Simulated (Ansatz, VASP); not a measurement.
## One calculation of Na4IN, two programs

```xyz
6
Lattice="0.0000 4.1955 4.1955 4.1955 0.0000 4.1955 4.1955 4.1955 0.0000" Properties=species:S:1:pos:R:3 pbc="T T T"
Na    3.1617    3.1617    5.2293
Na    3.1617    5.2293    3.1617
Na    5.2293    3.1617    3.1617
Na    5.2293    5.2293    5.2293
I     0.0000    0.0000    0.0000
N     2.0978    2.0978    2.0978
```

Change from the starting cell: species swapped into the ErCdCu4 type (F-43m, No. 216).

Alike in both runs: functional PBE; k mesh 3 × 3 × 3; occupations gaussian, width 0.15 eV; no spin polarisation.

Ansatz relaxed the structure, and its values are those at the end. VASP's run is a single point on that final structure, the one shown.

|  | VASP | Ansatz |
| --- | --- | --- |
| version | VASP 6.6.1 | Ansatz 0.2.0 |
| potentials or method | VASP PAW PBE potentials, release 64 (Na_pv, I, N), cutoff 600 eV | scalar-relativistic, plane waves, PAW |
| valence electrons in the cell | 40 | 58 |

```csv
,VASP,Ansatz,Ansatz less VASP
gap on the k mesh at the Fermi level (eV),none,none,-
pressure (GPa),0.4,0.4,+0.01
rms of the force components (eV/Å),0.010,0.010,+0.0002
```

A gap of «none» marks a metal or a gap that the smearing closes. With one functional, cell and mesh, what is left measures potentials, basis and numerics. VASP's potentials hold 40 valence electrons a cell and Ansatz's 58, so a difference there can come from the potentials and not from the codes.

The k mesh is coarse, so the values compare programs but aren't converged. Spin-orbit coupling is off throughout.
